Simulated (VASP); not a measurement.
Input of a VASP 6.6.1 run:

POSCAR

```
RbBr
1.0
    0.0391073321      3.4608258513      3.4608258513
    3.4608258513      0.0391073321      3.4608258513
    3.4999331835      3.4999331835      0.0000000001
Rb Br
1 1
Direct
    0.0000000000      0.0000000000      0.0000000000
    0.5000000000      0.5000000000      0.5000000000
```

File INCAR.step1:

```
SYSTEM = RbBr
PREC     = Accurate       ! precision mode
ENCUT    = 520            ! plane-wave cutoff, eV
ISMEAR   = 0              ! smearing method
SIGMA    = 0.01           ! smearing width, eV
LREAL    = .FALSE.        ! projectors in reciprocal space
LASPH    = .TRUE.         ! aspherical terms in the spheres
NELM     = 60             ! most SCF steps
NBANDS   = 15             ! bands
GGA      = PE             ! functional
ALGO     = Normal         ! electronic algorithm
EDIFF    = 1E-4           ! SCF threshold, eV
LWAVE    = .TRUE.         ! write WAVECAR
LCHARG   = .FALSE.        ! write CHGCAR
```

The input INCAR.step2:

```
SYSTEM = RbBr
PREC     = Accurate       ! precision mode
ENCUT    = 520            ! plane-wave cutoff, eV
EDIFF    = 1E-6           ! SCF threshold, eV
ISMEAR   = 0              ! smearing method
SIGMA    = 0.01           ! smearing width, eV
LREAL    = .FALSE.        ! projectors in reciprocal space
LASPH    = .TRUE.         ! aspherical terms in the spheres
NELM     = 60             ! most SCF steps
ALGO     = Normal         ! electronic algorithm
ISIF     = 2              ! what is computed and relaxed
LWAVE    = .FALSE.        ! write WAVECAR
LCHARG   = .FALSE.        ! write CHGCAR
METAGGA  = R2SCAN         ! meta-GGA
LMIXTAU  = .TRUE.       
NBANDS   = 15             ! bands
ISTART   = 1
```

File KPOINTS:

```
regular mesh
0
G
  6 6 6
  0 0 0
```

Potentials or basis: VASP PAW PBE potentials, release 64 (Rb_sv, Br).

Launch:

```sh
$ cat potpaw_PBE.64/Rb_sv/POTCAR potpaw_PBE.64/Br/POTCAR > POTCAR
$ cp INCAR.step1 INCAR
$ mpirun -np 1 vasp_std > vasp.out
$ cp INCAR.step2 INCAR
$ mpirun -np 1 vasp_std > vasp.out
```

(1) Estimate the band gap on the k mesh.

(2) What does it give for the pressure?

Results:

(1) 4.87 eV.

(2) 0.0 GPa.

Caveat: the cell differs from its parent crystal (shear xy strain +2.3%); the PAW data sets were made with another functional, which shifts forces and pressure a little.
